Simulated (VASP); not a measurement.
## Y4C3: relaxation of cell and atoms with PBE

The system is Y4C3.

```
Y C
1.0
     5.06400    0.00000    0.00000
     0.00000    5.06400    0.00000
     0.00000    0.00000    5.06400
Y C
4 3
Direct
  0.50000 0.50000 0.50000
  0.50000 0.00000 0.00000
  0.00000 0.50000 0.00000
  0.00000 0.00000 0.50000
  0.50000 0.50000 0.00000
  0.00000 0.50000 0.50000
  0.50000 0.00000 0.50000
```

The cell was generated, and may not be a known phase.

| Item | Value |
| --- | --- |
| Program | VASP 6.6.1 |
| Task | relaxation of cell and atoms |
| Functional | PBE |
| Potentials or basis | VASP PAW PBE potentials, release 64 (Y_sv, C) |
| Cutoff | 600 eV |
| k mesh | 8 × 8 × 8 |
| Occupations | gaussian, width 0.1 eV |
| Spin | no spin polarisation |
| Dipole correction | no |
| Further INCAR settings | ALGO = Fast; EDIFF = 1e-06; IBRION = 2; EDIFFG = -0.01; NSW = 100; ISIF = 3 |

```
Pressure after relaxing : 0.0 GPa
Band gap on the k mesh  : zero (bands 28 and 29 overlap by 1.05 eV)
```

Final structure:
```
Y C
1.0
     5.06400    0.00000    0.00000
     0.00000    5.06400    0.00000
     0.00000    0.00000    5.06400
Y C
4 3
Cartesian
  2.5320 2.5320 2.5320
  2.5320 0.0000 0.0000
  0.0000 2.5320 0.0000
  0.0000 0.0000 2.5320
  2.5320 2.5320 0.0000
  0.0000 2.5320 2.5320
  2.5320 0.0000 2.5320
```

Levels at points of the mesh, in eV from the Fermi level:
| k point | band 24 | band 25 | band 26 | band 27 | band 28 | band 29 | band 30 | band 31 | band 32 | band 33 |
| --- | --- | --- | --- | --- | --- | --- | --- | --- | --- | --- |
| (0.00, 0.00, 0.00) | 0.12 | 0.12 | 0.12 | 0.76 | 0.76 | 0.76 | 1.27 | 1.27 | 1.27 | 2.83 |
| (0.50, 0.00, 0.00) | -0.95 | -0.64 | -0.44 | -0.44 | 0.64 | 0.64 | 1.00 | 1.38 | 2.54 | 2.54 |
| (0.50, 0.50, 0.00) | -1.06 | -0.79 | -0.79 | -0.79 | -0.71 | 0.16 | 1.14 | 1.91 | 1.91 | 5.03 |
| (0.50, 0.50, 0.50) | -1.34 | -1.34 | -1.34 | -1.07 | -1.07 | 1.09 | 1.51 | 1.51 | 1.51 | 6.49 |

It took 4.9 min on 1 thread of Oxide Virtual Turin-like Processor, with other jobs on the host, peak memory 0.32 GiB.

Caveat: the relaxation stopped at its first step, so nothing moved.
